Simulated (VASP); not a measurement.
The system is NaF.

```
Na F
1.0
     0.00000    2.09239    2.09239
     2.09239    0.00000    2.09239
     2.09239    2.09239    0.00000
Na F
1 1
Direct
  0.00000 0.00000 0.00000
  0.50000 0.50000 0.50000
```

```yaml
Program: VASP 6.6.1
Task: relaxation of cell and atoms
Functional: PBE
Potentials_or_basis: VASP PAW PBE potentials, release 64 (Na_sv, F)
Cutoff: 970 eV
k_mesh: 10 × 10 × 10
Occupations: fermi-dirac, width 0.02 eV
Spin: no spin polarisation
```

At the start: pressure 34.4 GPa; volume 9.16 Å³/atom.

Question: Where does the relaxation end?

Answer: Over 5 steps the energy falls by 295.3 meV/atom and the volume is 12.96 Å³/atom (+41.5 %); space group Fm-3m (No. 225, to 0.1 Å) before and after.

Step by step:
```csv
step,energy change (eV),largest force (eV/Å),pressure (GPa),volume (Å³)
1,0.0000,0.0000,34.44,18.32
2,-0.5687,0.0000,4.03,24.06
3,-0.5878,0.0000,1.35,25.21
4,-0.5744,0.0000,-2.87,27.63
5,-0.5906,0.0000,-0.05,25.92
```

Final structure:
```xyz
2
Lattice="0.0000 2.3490 2.3490 2.3490 0.0000 2.3490 2.3490 2.3490 0.0000" Properties=species:S:1:pos:R:3 pbc="T T T"
Na    0.0000    0.0000    0.0000
F     2.3490    2.3490    2.3490
```

Caveat: the volume moved by over 15 % at a fixed basis, so the end points are rough.
